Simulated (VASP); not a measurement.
InSb, 2 atoms in the cell. It takes space group F-43m (No. 216, cubic). Conventional cell: a = 6.358 Å, b = 6.358 Å, c = 6.358 Å, α = 90.00°, β = 90.00°, γ = 90.00°. In (site symmetry -43m) has 4 Sb at 2.75 Å within 3.6 Å. Sb (site symmetry -43m) has 4 In at 2.75 Å within 3.6 Å.  This cell differs from its parent crystal: volume scaled by 0.88.

| Item | Value |
| --- | --- |
| Program | VASP 6.6.1 |
| Task | single point |
| Functional | PBE |
| Potentials or basis | VASP PAW PBE potentials, release 64 (In_d, Sb) |
| Cutoff | 520 eV |
| k mesh | 12 × 12 × 12 |
| Occupations | gaussian, width 0.1 eV |
| Spin | no spin polarisation |
| Dipole correction | no |
| Further INCAR settings | ALGO = Normal; EDIFF = 1e-07; NBANDS = 16 |

Potentials or basis: VASP PAW PBE potentials, release 64 (In_d, Sb).

Command:

```bash
$ cat potpaw_PBE.64/In_d/POTCAR potpaw_PBE.64/Sb/POTCAR > POTCAR
$ mpirun -np 1 vasp_std > vasp.out
```

Hardware: 1 thread of AMD EPYC 7R43 64-Core Processor (Zen 3), with other jobs on the host.

Question: How long does it take, and how much memory?

Answer: Wall time 85 s on 1 thread of AMD EPYC 7R43 64-Core Processor (Zen 3), on a shared host, peak memory 0.21 GiB. Counts: scf iterations 14, k points 72.
